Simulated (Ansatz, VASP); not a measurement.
One calculation of Mg2Sn, two programs

```
Mg Sn
1.0
     0.00000    3.37329    3.37329
     3.37329    0.00000    3.37329
     3.37329    3.37329    0.00000
Mg Sn
2 1
Direct
  0.25000 0.25000 0.25000
  0.75000 0.75000 0.75000
  0.00000 0.00000 0.00000
```

Alike in both runs: functional PBEsol; k mesh 8 × 8 × 8; occupations fermi-dirac, width 0.05 eV; no spin polarisation.

Ansatz relaxed the structure, and its values are those at the end. VASP's run is a single point on that final structure, the one shown.

|  | VASP | Ansatz |
| --- | --- | --- |
| version | VASP 6.6.1 | Ansatz 0.2.0 |
| potentials or method | VASP PAW PBE potentials, release 64 (Mg, Sn_d) | PAW with Ansatz's default frozen-core files, scalar-relativistic |
| plane-wave cutoff (eV) | 600 | 420 |
| valence electrons in the cell | 18 | 34 |

```csv
,VASP,Ansatz,Ansatz less VASP
pressure (GPa),-0.1,0.0,+0.10
```

VASP's potentials were made for PBE, not for PBEsol. The functional is the same, so the differences come from potentials, cutoffs and numerics. VASP's potentials hold 18 valence electrons a cell and Ansatz's 34, so a difference there can come from the potentials and not from the codes.
